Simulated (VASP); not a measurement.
Here is a VASP 6.6.1 calculation.

The input INCAR:

```
PREC = Accurate
ENCUT = 600
EDIFF = 1E-6
ISMEAR = -1
SIGMA = 0.1
LREAL = F
LASPH = T
NELM = 120
ALGO = Normal
ISIF = 2
LWAVE = F
LCHARG = F
GGA = PE
NBANDS = 14
GGA_COMPAT = F
```

The input KPOINTS:

```
regular mesh
0
Gamma
  8 8 8
```

The input POSCAR:

```
FeO
1.0
    0.0000000000      1.9822290000      1.9822290000
    1.9822290000      0.0000000000      1.9822290000
    1.9822290000      1.9822290000      0.0000000000
Fe O
1 1
Direct
    0.0000000000      0.0000000000      0.0000000000
    0.5000000000      0.5000000000      0.5000000000
```

Potentials or basis: VASP PAW PBE potentials, release 64 (Fe, O).

Launch:

```bash
$ cat potpaw_PBE.64/Fe/POTCAR potpaw_PBE.64/O/POTCAR > POTCAR
$ mpirun -np 1 vasp_std > vasp.out
```

Problem. Predict the pressure.

Solution. 30.9 GPa.

Problem. What does it give for the band gap on the k mesh?

Solution. Zero (band 7 reaches 8.74 eV, above the bottom of band 8 at 7.44 eV).

Caveat: the run has no spin polarisation, though such a crystal can be magnetic; semilocal functionals often make such compounds metallic where correlation or magnetic order opens a gap, which also shifts bond lengths. Spin polarisation is off, so any magnetic state and its effect on volume and gap are missing.
